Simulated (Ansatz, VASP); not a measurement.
Two plane-wave programs on Sr

Contents of INCAR:

```
SYSTEM = Sr
ALGO = Normal
EDIFF = 1E-7
EDIFFG = -0.01
ENCUT = 600
GGA = RE
IBRION = 2
ISIF = 3
ISMEAR = -1
LASPH = .True.
LCHARG = .False.
LREAL = .False.
LWAVE = .False.
NELM = 60
NSW = 80
PREC = Accurate
SIGMA = 0.1
```

Contents of KPOINTS:

```
k-points
0
Gamma
  6 6 8
  0 0 0
```

The input POSCAR:

```
Sr
1.0
    6.8275133244      0.0000000000      0.0000000000
   -3.4137566622      5.9127999836      0.0000000000
    0.0000000000      0.0000000000      4.1852656678
Sr
3
Direct
    0.0000000000      0.0000000000      0.0000000000
    0.3333333333      0.6666666667      0.5000000000
    0.6666666667      0.3333333333      0.5000000000
```

Input for Ansatz:

```yaml
crystal:
  lattice:
    - [6.8275133244, 0.0, 0.0]
    - [-3.4137566622, 5.9127999836, 0.0]
    - [0.0, 0.0, 4.1852656678]
  atoms:
    - { symbol: Sr, position: [0.0, 0.0, 0.0] }
    - { symbol: Sr, position: [0.3333333333, 0.6666666667, 0.5] }
    - { symbol: Sr, position: [0.6666666667, 0.3333333333, 0.5] }
hamiltonian:
  xc: revpbe
  pseudopotentials:
    kind: paw
    azcp:
      Sr: "pseudopotentials/Sr.paw.azcp"
basis:
  ecutwfc: 420
  fft_grid_basis: typed
kpoints:
  mp_grid: { grid: [6, 6, 8], shift: [0, 0, 0] }
magnetization:
  spin_polarized: false
scf:
  occupations: { method: fermi_dirac, width: 0.1 }
relax:
  max_steps: 60
  f_tol: 0.01
  cell: {}
output:
  write_density: true
  write_potential: true
  elf: true
  volumetric_format: npy
```

Alike in both runs: task relaxation of cell and atoms; functional revPBE; k mesh 6 × 6 × 8; occupations fermi-dirac, width 0.1 eV; no spin polarisation.

|  | VASP | Ansatz |
| --- | --- | --- |
| version | VASP 6.6.1 | Ansatz 0.2.0 |
| potentials or method | VASP PAW PBE potentials, release 64 (Sr_sv), cutoff 600 eV | plane waves (420 eV) with PAW, scalar-relativistic |
| valence electrons in the cell | 30 | 30 |

VASP gave:

* relaxed volume (Å³/atom): 58.34
* relaxed cell length with the largest relative difference (Å): 6.962

**Question.** What did Ansatz give for the same quantities?

**Answer.** Relaxed volume (Å³/atom): 58.18; relaxed cell length with the largest relative difference (Å): 6.955.

VASP's potentials were made for PBE, not for revPBE.
